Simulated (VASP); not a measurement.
SrO, 2 atoms in the cell. Symmetry: I4/mmm, No. 139, tetragonal system. Conventional cell: a = 3.618 Å, b = 3.618 Å, c = 5.183 Å, α = 90.00°, β = 90.00°, γ = 90.00°. Sr (site symmetry 4/mmm) has 6 O at 2.56 to 2.59 Å within 3.4 Å. Within 3.4 Å of O (site symmetry 4/mmm) lie 6 Sr at 2.56 to 2.59 Å.  This cell differs from its parent crystal: epitaxial xy strain -0.8%.

| Quantity | Value |
| --- | --- |
| Program | VASP 6.6.1 |
| Task | single point |
| Functional | r2SCAN |
| Potentials or basis | VASP PAW PBE potentials, release 64 (Sr_sv, O) |
| Cutoff | 520 eV |
| k mesh | 8 × 8 × 8 |
| Occupations | gaussian, width 0.01 eV |
| Spin | no spin polarisation |
| Dipole correction | no |
| Further INCAR settings | ALGO = Normal; EDIFF = 1e-07; NBANDS = 15 |

Potentials or basis: VASP PAW PBE potentials, release 64 (Sr_sv, O).

The run is started by

```console
$ cat potpaw_PBE.64/Sr_sv/POTCAR potpaw_PBE.64/O/POTCAR > POTCAR
$ cp INCAR.step1 INCAR
$ mpirun -np 1 vasp_std > vasp.out
$ cp INCAR.step2 INCAR
$ mpirun -np 1 vasp_std > vasp.out
```

Hardware: 1 thread of AMD EPYC 7R43 64-Core Processor (Zen 3) (shared host).

**Question.** How long does it take, and how much memory?

**Answer.** It took 2.7 min on 1 thread of AMD EPYC 7R43 64-Core Processor (Zen 3) (shared host), peak memory 0.15 GiB. Counts: k points 59.
